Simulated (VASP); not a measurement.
# BF (Pm-3m) in VASP: a series of runs, part 2 of 2

VASP 6.6.1. The steps go on from the part before.

## 3. Single point, PBE

This run uses another cell than the first one, of 10.94 Å³/atom, 0.998 times its volume.

The input, INCAR:

```
SYSTEM = BF
PREC = Accurate ; ENCUT = 600
EDIFF = 1E-6 ; ISMEAR = 0
SIGMA = 0.2 ; LREAL = .FALSE.
LASPH = .TRUE. ; NELM = 120
ALGO = Normal ; ISIF = 2
LWAVE = .FALSE. ; LCHARG = .FALSE.
GGA = PE ; NBANDS = 12
GGA_COMPAT = .FALSE.
```

The input, KPOINTS:

```
regular mesh
0
G
  7 7 7
  0 0 0
```

The input, POSCAR:

```
BF
1.0
    2.7968867400      0.0000000000      0.0000000000
    0.0000000000      2.7968867400      0.0000000000
    0.0000000000      0.0000000000      2.7968867400
B F
1 1
Direct
    0.0000000000      0.0000000000      0.0000000000
    0.5000000000      0.5000000000      0.5000000000
```

Potentials or basis: VASP PAW PBE potentials, release 64 (B, F).

Started as:

```sh
$ cat potpaw_PBE.64/B/POTCAR potpaw_PBE.64/F/POTCAR > POTCAR
$ mpirun -np 1 vasp_std > vasp.out
```

OUTCAR:

```text
SYSTEM = BF
   PREC = Accurate
   ENCUT = 600
   EDIFF = 1E-6
   ISMEAR = 0
   LREAL = .FALSE.
   LASPH = .TRUE.
   NELM = 120
   ISIF = 2
   GGA = PE

 ion  position               nearest neighbor table
   1  0.000  0.000  0.000-
   2  0.500  0.500  0.500-

  LATTYP: Found a simple cubic cell.
 ALAT       =     2.7968867400

  Lattice vectors:

 A1 = (   2.7968867400,   0.0000000000,   0.0000000000)
 A2 = (   0.0000000000,   2.7968867400,   0.0000000000)
 A3 = (   0.0000000000,   0.0000000000,   2.7968867400)

Analysis of symmetry for initial positions (statically):
=====================================================================
 Subroutine PRICEL returns:
 Original cell was already a primitive cell.

 Routine SETGRP: Setting up the symmetry group for a
 simple cubic supercell.

 Subroutine GETGRP returns: Found 48 space group operations
 (whereof 48 operations were pure point group operations)
 out of a pool of 48 trial point group operations.

The static configuration has the point symmetry O_h .

Analysis of symmetry for dynamics (positions and initial velocities):
=====================================================================
 Subroutine PRICEL returns:
 Original cell was already a primitive cell.

 Routine SETGRP: Setting up the symmetry group for a
 simple cubic supercell.

 Subroutine GETGRP returns: Found 48 space group operations
 (whereof 48 operations were pure point group operations)
 out of a pool of 48 trial point group operations.

The dynamic configuration has the point symmetry O_h .

 Subroutine INISYM returns: Found 48 space group operations
 (whereof 48 operations are pure point group operations),
 and found     1 'primitive' translations

----------------------------------------------------------------------------------------

[... 113 lines left out ...]
   LHFCALC =     F    Hartree Fock is set to
   AEXX    =    0.0000 exact exchange contribution
   IVDW    =     0    specifies the selected vdW correction
   LEPSILON=     F    determine dielectric tensor
   LRPA    =     F    only Hartree local field effects (RPA)
 non-spin polarized calculation
 Gauss-broadening in eV      SIGMA  =   0.20
  energy-cutoff  :      600.00
  volume of cell :       21.88
 maximum number of plane-waves:       742
 NGX is ok and might be reduce to    24
   NGX = 11   NGY = 11   NGZ = 11

 number of electron      10.0000012 magnetization

 Free energy of the ion-electron system (eV)
  ---------------------------------------------------
  ext. energy  EPLUGINS =         0.00000000
  ---------------------------------------------------
  free energy    TOTEN  =        -6.44946006 eV

  energy without entropy =       -6.44945997  energy(sigma->0) =       -6.44946001

 E-fermi :   1.6721     XC(G=0): -10.2255

 val. band max:        0.9687180857   @ k =   0.4286   0.1429   0.0000
 cond. band min:       2.3277841014   @ k =   0.4286   0.0000   0.0000
 fundamental gap:      1.3590660157
 Fermi energy:         1.6720595606

 k-point     1 :       0.0000    0.0000    0.0000
  band No.  band energies     occupation
      1     -21.1520      2.00000
      2      -4.3057      2.00000
      3      -1.8059      2.00000
      4      -1.8059      2.00000
      5      -1.8059      2.00000
      6       7.2793      0.00000
      7       7.2793      0.00000
      8       7.2793      0.00000
      9      14.4153      0.00000
     10      14.4153      0.00000
     11      21.5056      0.00000
     12      29.9001      0.00000
[... 271 lines left out ...]
 k-point    20 :       0.4286    0.4286    0.4286
  band No.  band energies     occupation
      1     -20.2963      2.00000
      2      -2.9983      2.00000
      3      -2.7238      2.00000
      4      -2.7238      2.00000
      5       0.5644      2.00000
      6       2.7733      0.00000
      7       2.7733      0.00000
      8       3.6976      0.00000
      9      17.9061      0.00000
     10      18.2237      0.00000
     11      18.2237      0.00000
     12      27.3998      0.00000

------------------------ aborting loop because EDIFF is reached ----------------------------------------

  FORCE on cell =-STRESS in cart. coord.  units (eV):
  Direction    XX          YY          ZZ          XY          YZ          ZX
  --------------------------------------------------------------------------------------
  -------------------------------------------------------------------------------------
  Total       -0.1064426     -0.1064426     -0.1064426      0.0000000     -0.0000000      0.0000000
  in kB       -7.7947325     -7.7947325     -7.7947325      0.0000000     -0.0000000      0.0000000
  external PRESSURE =      -7.7947325 kB  Pullay stress =       0.0000000 kB

 VOLUME and BASIS-vectors are now :
 -----------------------------------------------------------------------------
  energy-cutoff  :      600.00
  volume of cell :       21.88
      direct lattice vectors                 reciprocal lattice vectors
     2.796886740  0.000000000  0.000000000     0.357540399  0.000000000  0.000000000
     0.000000000  2.796886740  0.000000000     0.000000000  0.357540399  0.000000000
     0.000000000  0.000000000  2.796886740     0.000000000  0.000000000  0.357540399

 POSITION                                       TOTAL-FORCE (eV/Angst)
 -----------------------------------------------------------------------------------
      0.00000      0.00000      0.00000         0.000000      0.000000      0.000000
      1.39844      1.39844      1.39844         0.000000      0.000000      0.000000
 -----------------------------------------------------------------------------------
    total drift:                                0.000000      0.000000     -0.000000

  FREE ENERGIE OF THE ION-ELECTRON SYSTEM (eV)
  ---------------------------------------------------
  free  energy   TOTEN  =        -6.4494600562 eV

  energy  without entropy=       -6.4494599681  energy(sigma->0) =       -6.44946001
```

stdout:

```text
POSCAR found type information on POSCAR B F
 POSCAR found :  2 types and       2 ions
 scaLAPACK will be used
 LDA part: xc-table for (Slater+PW92), standard interpolation
 POSCAR, INCAR and KPOINTS ok, starting setup
 FFT: planning ... GRIDC
 FFT: planning ... GRID_SOFT
 FFT: planning ... GRID
 WAVECAR not read
 entering main loop
```

It took 7.1 s on 1 thread of Intel Xeon 8259CL, shared host; peak memory 0.13 GiB.

What came out:

| Item | Value |
| --- | --- |
| Free energy | -6.4495 eV |
| Pressure | -0.8 GPa |
| Band gap on the k mesh | 1.36 eV, indirect (least direct gap 1.60 eV) |

A k mesh can miss the band edges.

## 4. Relaxation of cell and atoms, PBE

The input, INCAR:

```
SYSTEM = BF
PREC = Accurate ; ENCUT = 600
EDIFF = 1E-7 ; ISMEAR = 0
SIGMA = 0.2 ; LREAL = .FALSE.
LASPH = .TRUE. ; NELM = 120
ALGO = Normal ; ISIF = 3
LWAVE = .FALSE. ; LCHARG = .FALSE.
GGA = PE ; IBRION = 2
NSW = 36 ; EDIFFG = -0.08
GGA_COMPAT = .FALSE. ; NELMIN = 4
```

KPOINTS is that of step 3.

The input, POSCAR:

```
BF
1.0
    2.7988243100      0.0000000000      0.0000000000
    0.0000000000      2.7988243100      0.0000000000
    0.0000000000      0.0000000000      2.7988243100
B F
1 1
Direct
    0.5000000000      0.5000000000      0.5000000000
    0.0000000000      0.0000000000      0.0000000000
```

Started as:

```sh
$ cat potpaw_PBE.64/B/POTCAR potpaw_PBE.64/F/POTCAR > POTCAR
$ mpirun -np 1 vasp_std > vasp.out
```

Run time: 8.1 s. Hardware: 1 thread of Intel Xeon 8259CL, shared host; peak memory 0.13 GiB.

It converged, with:

| Quantity | Value |
| --- | --- |
| Free energy | -6.4494 eV |
| Pressure after relaxing | -0.9 GPa |
| Band gap on the k mesh | 1.36 eV, indirect (least direct gap 1.60 eV) |

Final structure:
```
B F
1.0
     2.79882    0.00000    0.00000
     0.00000    2.79882    0.00000
     0.00000    0.00000    2.79882
B F
1 1
Cartesian
  1.3994 1.3994 1.3994
  0.0000 0.0000 0.0000
```

Levels at points of the mesh, in eV from the valence-band top:
```tsv
k point	band 2	band 3	band 4	band 5	band 6	band 7	band 8	band 9
(0.00, 0.00, 0.00)	-5.27	-2.76	-2.76	-2.76	6.30	6.30	6.30	13.45
```

Caveat: the relaxation stopped at its first step, so nothing moved.

## 5. Relaxation of cell and atoms, PBE

This run uses another cell than the first one, of 10.94 Å³/atom, 0.998 times its volume.

The input, INCAR:

```
  PREC = Accurate
  ENCUT = 600
  EDIFF = 1E-7
  ISMEAR = 0
  SIGMA = 0.2
  LREAL = False
  LASPH = True
  NELM = 120
  ALGO = Normal
  ISIF = 3
  LWAVE = False
  LCHARG = False
  GGA = PE
  IBRION = 2
  NSW = 36
  EDIFFG = -0.08
  GGA_COMPAT = False
  NELMIN = 4
```

The input, KPOINTS:

```
Automatic mesh
0
Gamma
  7 7 7
```

The input, POSCAR:

```
BF
1.0
    2.7968867400      0.0000000000      0.0000000000
    0.0000000000      2.7968867400      0.0000000000
    0.0000000000      0.0000000000      2.7968867400
B F
1 1
Direct
    0.0000000000      0.0000000000      0.0000000000
    0.5000000000      0.5000000000      0.5000000000
```

Started as:

```sh
$ cat potpaw_PBE.64/B/POTCAR potpaw_PBE.64/F/POTCAR > POTCAR
$ mpirun -np 1 vasp_std > vasp.out
```

Run time: 8.1 s. Hardware: 1 thread of Intel Xeon 8259CL, shared host; peak memory 0.13 GiB.

The run converged. Its results:

- Free energy: -6.4495 eV
- Pressure after relaxing: -0.8 GPa
- Band gap on the k mesh: 1.36 eV, indirect (least direct gap 1.60 eV)

Final structure:
```xyz
2
Lattice="2.7969 0.0000 0.0000 0.0000 2.7969 0.0000 0.0000 0.0000 2.7969" Properties=species:S:1:pos:R:3 pbc="T T T"
B     0.0000    0.0000    0.0000
F     1.3984    1.3984    1.3984
```

Levels at points of the mesh, in eV from the valence-band top:
```
           k point  band 2  band 3  band 4  band 5  band 6  band 7  band 8  band 9
(0.00, 0.00, 0.00)   -5.27   -2.77   -2.77   -2.77    6.31    6.31    6.31   13.45
```

Caveat: the relaxation stopped at its first step, so nothing moved.

## 6. The runs side by side

```tsv
task	cell	gap on the mesh (eV)	pressure (GPa)
single point	a = 2.799 Å, 2 atoms	1.36	-0.9
single point	a = 2.797 Å, 2 atoms	1.36	-0.8
relaxation of cell and atoms	relaxed from a = 2.799 Å, 2 atoms	1.36	-0.9
relaxation of cell and atoms	relaxed from a = 2.797 Å, 2 atoms	1.36	-0.8
```

Alike in all rows: level PBE; potentials or basis VASP PAW PBE potentials, release 64 (B, F); no spin polarisation; k mesh 7 × 7 × 7; cutoff (eV) 600; smearing gaussian 0.2 eV.

Caveats: the relaxation stopped at its first step, so nothing moved (some runs).

Total energies depend on the potentials used, so only differences within one code and one set of settings carry meaning.
